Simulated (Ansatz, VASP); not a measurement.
**PbSe in VASP and in Ansatz**

File INCAR:

```
SYSTEM = PbSe
  ALGO = Normal
  EDIFF = 1E-7
  ENCUT = 520
  ISIF = 2
  ISMEAR = 1
  ISPIN = 2
  LASPH = .True.
  LCHARG = .False.
  LORBIT = 11
  LREAL = .False.
  LWAVE = .False.
  MAGMOM = 0.5 0
  NBANDS = 21
  NELM = 150
  PREC = Accurate
  SIGMA = 0.05
```

The input KPOINTS:

```
k-points
0
Gamma
  6 6 6
  0 0 0
```

Contents of POSCAR:

```
PbSe
1.0
    0.0626200000      3.1144520000      3.1282000000
    3.0748500000      0.0970950000      3.0937250000
    3.0942360000      3.0993630000      0.0777090000
Pb Se
1 1
Direct
    0.0000000000      0.0000000000      0.0000000000
    0.5000000000      0.5000000000      0.5000000000
```

Contents of input.yaml:

```yaml
crystal:
  lattice:
    - [0.06262, 3.114452, 3.1282]
    - [3.07485, 0.097095, 3.093725]
    - [3.094236, 3.099363, 0.077709]
  atoms:
    - { symbol: Pb, position: [0.0, 0.0, 0.0], spin: 0.5 }
    - { symbol: Se, position: [0.5, 0.5, 0.5] }
hamiltonian:
  xc: lda
  pseudopotentials: { kind: paw, xc_functional: lda, accuracy: standard }
magnetization:
  spin_polarized: true
kpoints:
  mp_grid: { grid: [6, 6, 6] }
scf:
  occupations: { method: methfessel_paxton, width: 0.05 }
output:
  forces: true
  stress: true
  eigenvalues: true
```

Change from the starting cell: cell strained at random at fixed volume.

Alike in both runs: task single point; functional LDA; k mesh 6 × 6 × 6; occupations methfessel-paxton of order 1, width 0.05 eV; collinear spin.

|  | VASP | Ansatz |
| --- | --- | --- |
| version | VASP 6.6.1 | Ansatz 0.2.0 |
| potentials or method | VASP PAW LDA potentials, release 64 (Pb_d, Se) | JTH PAW LDA |
| plane-wave cutoff (eV) | 520 | 1800 |
| valence electrons in the cell | 20 | 20 |

```csv
,VASP,Ansatz,Ansatz less VASP
gap on the k mesh at the Fermi level (eV),none,none,-
pressure (GPa),-2.2,-2.3,-0.08
"traceless stress, the component that is largest in VASP (GPa)",-0.58,-0.58,0.000
net moment per atom (μB),0.00,0.00,0.000
```

LDA's correlation is that of Perdew and Zunger in VASP and of Perdew and Wang (1992) in Ansatz. A gap of «none» marks a metal or a gap that the smearing closes.

Neither program's run includes spin-orbit coupling.
